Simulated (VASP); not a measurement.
Here is a VASP 6.6.1 calculation.

INCAR

```
SYSTEM = Ta4C
ALGO = Normal
DIPOL = 0.5 0.5 0.504
EDIFF = 1E-6
ENCUT = 520
GGA = PS
IDIPOL = 3
ISIF = 2
ISMEAR = 0
LASPH = .True.
LCHARG = .False.
LDIPOL = .True.
LREAL = .False.
LWAVE = .False.
NBANDS = 32
NELM = 100
PREC = Accurate
SIGMA = 0.1
```

The input KPOINTS:

```
k-points
0
Gamma
  11 11 1
  0 0 0
```

The input POSCAR:

```
Ta4C
1.0
    2.8410132489      0.0000000000      0.0000000000
   -0.9470044163      2.6785329784      0.0000000000
    0.0000000000      0.0000000000     25.9590328124
Ta C
4 1
Direct
    0.5000000000      0.5000000000      0.3274390098
    0.0000000000      0.0000000000      0.4167981790
    0.5000000000      0.5000000000      0.5058470961
    0.0000000000      0.0000000000      0.5912937381
    0.3333333333      0.6666666667      0.6798629629
```

Potentials or basis: VASP PAW PBE potentials, release 64 (Ta_pv, C).

Command:

```sh
$ cat potpaw_PBE.64/Ta_pv/POTCAR potpaw_PBE.64/C/POTCAR > POTCAR
$ mpirun -np 1 vasp_std > vasp.out
```

Estimate the largest force.

2.990 eV/Å.

Predict the band gap on the k mesh.

zero (bands 24 and 25 overlap by 1.11 eV).

Forces in eV/Å, atoms in the order of the input:
```
Ta   0.006 -0.004  0.532
Ta   0.014 -0.010 -0.592
Ta   0.005 -0.004 -0.342
Ta  -0.010  0.007  2.990
C   -0.016  0.011 -2.588
```

Caveat: the PAW data sets were made with another functional, which shifts forces and pressure a little; spin-orbit coupling is left out, which moves the levels of the heavy elements.
